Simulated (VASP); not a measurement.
Crystal: KCl.

```xyz
2
Lattice="0.0000 3.5073 3.5073 3.5073 0.0000 3.5073 3.5073 3.5073 0.0000" Properties=species:S:1:pos:R:3 pbc="T T T"
K     0.0000    0.0000    0.0000
Cl    1.7536    1.7536    1.7536
```

Base run:

```yaml
Program: VASP 6.6.1
Functional: PBE
Potentials_or_basis: VASP PAW PBE potentials, release 64 (K_sv, Cl)
Cutoff: 520 eV
k_mesh: 6 × 6 × 6
Occupations: gaussian, width 0.01 eV
Spin: no spin polarisation
```

Its results: band gap on the k mesh 4.77 eV (least direct gap 4.81 eV); pressure 0.3 GPa.

The run is repeated on the same cell with these changes: functional from PBE to HSE06; k mesh from 6 × 6 × 6 to 4 × 4 × 4. What comes out?

Band gap on the k mesh 6.02 eV (least direct gap 6.05 eV); pressure 0.2 GPa.

Several settings changed at once.

Caveats: the PAW data sets were made with another functional, which shifts forces and pressure a little (at least some runs).

A k mesh can miss the band edges.
